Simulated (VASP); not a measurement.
The system is TlO2.

```
Tl O
1.0
     4.06443    0.00000    0.00000
    -2.03222    3.51990    0.00000
     0.00000    0.00000    2.85878
Tl O
1 2
Direct
  0.00000 0.00000 0.00000
  0.33333 0.66667 0.50000
  0.66667 0.33333 0.50000
```

* Program: VASP 6.6.1
* Task: relaxation of cell and atoms
* Functional: PBE
* Potentials or basis: VASP PAW PBE potentials, release 64 (Tl_d, O)
* Cutoff: 600 eV
* k mesh: 6 × 6 × 6
* Occupations: gaussian, width 0.1 eV
* Spin: no spin polarisation

At the start: pressure -4.9 GPa; volume 13.63 Å³/atom.

Task: Where does the relaxation end?

Result: Over 6 steps the energy falls by 198.4 meV/atom and the volume is 13.33 Å³/atom (-2.2 %); space group P6/mmm (No. 191, to 0.05 Å).

Step by step:
| step | energy change (eV) | largest force (eV/Å) | pressure (GPa) | volume (Å³) |
| --- | --- | --- | --- | --- |
| 1 | 0.0000 | 0.0000 | -4.93 | 40.90 |
| 2 | -0.5005 | 0.0000 | 1.91 | 38.26 |
| 3 | -0.5323 | 0.0000 | 5.57 | 37.44 |
| 4 | -0.5319 | 0.0000 | 6.20 | 37.31 |
| 5 | -0.5946 | 0.0000 | 0.32 | 39.75 |
| 6 | -0.5951 | 0.0000 | -0.19 | 40.00 |

Final structure:
```cif
data_structure
_symmetry_space_group_name_H-M 'P 1'
_symmetry_Int_Tables_number 1
_cell_length_a 3.7619
_cell_length_b 3.7619
_cell_length_c 3.2641
_cell_angle_alpha 90.000
_cell_angle_beta 90.000
_cell_angle_gamma 120.000
_cell_volume 40.00
loop_
_atom_site_label
_atom_site_type_symbol
_atom_site_fract_x
_atom_site_fract_y
_atom_site_fract_z
_atom_site_occupancy
Tl1 Tl 0.00000 0.00000 0.00000 1
O1 O 0.33333 0.66667 0.50000 1
O2 O 0.66667 0.33333 0.50000 1
```

Caveat: the k points lie up to 0.32 Å⁻¹ apart in the final cell; an odd number of electrons without spin polarisation forces a metal; a magnetic or distorted state may lie lower.
